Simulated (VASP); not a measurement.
Wanted: the native input for a VASP 6.6.1 run.

- Task: single point
- Functional: PBE
- Potentials or basis: VASP PAW PBE potentials, release 64 (Ta_sv_GW, N)
- Cutoff: 700 eV
- k mesh: 18 × 18 × 8
- Occupations: gaussian, width 0.1 eV
- Spin: no spin polarisation
- Dipole correction: no
- Further INCAR settings: ALGO = Normal; EDIFF = 1e-06; NBANDS = 26

The structure of TaN lies in POSCAR:

```
TaN
1.0
    3.1519905574      0.0000000000      0.0000000000
   -1.5759952787      2.7297038952      0.0000000000
    0.0000000000      0.0000000000      6.1043197512
Ta N
2 2
Direct
    0.3333333333      0.6666666667      0.0280211558
    0.6666666667      0.3333333333      0.5280211558
    0.3333333333      0.6666666667      0.3519788442
    0.6666666667      0.3333333333      0.8519788442
```

These files were run (other wordings do the same):

INCAR

```
SYSTEM = TaN
PREC = Accurate
ENCUT = 700
EDIFF = 1E-6
ISMEAR = 0
SIGMA = 0.1
LREAL = .FALSE.
LASPH = .TRUE.
NELM = 120
ALGO = Normal
ISIF = 2
LWAVE = .FALSE.
LCHARG = .FALSE.
GGA = PE
NBANDS = 26
GGA_COMPAT = .FALSE.
```

KPOINTS

```
regular mesh
0
G
  18 18 8
  0 0 0
```

Potentials or basis: VASP PAW PBE potentials, release 64 (Ta_sv_GW, N).

Launch:

```console
$ cat potpaw_PBE.64/Ta_sv_GW/POTCAR potpaw_PBE.64/N/POTCAR > POTCAR
$ mpirun -np 1 vasp_std > vasp.out
```

It gave:

- Pressure: 0.0 GPa
- Largest force: 0.007 eV/Å
- Band gap on the k mesh: zero (bands 18 and 19 overlap by 0.42 eV)

Caveat: spin-orbit coupling is left out, which moves the levels of the heavy elements.

Run time: 8.3 min on 1 thread of Intel(R) Xeon(R) Platinum 8259CL CPU @ 2.50GHz (Skylake/Cascade Lake), with other jobs on the host, peak memory 0.46 GiB.
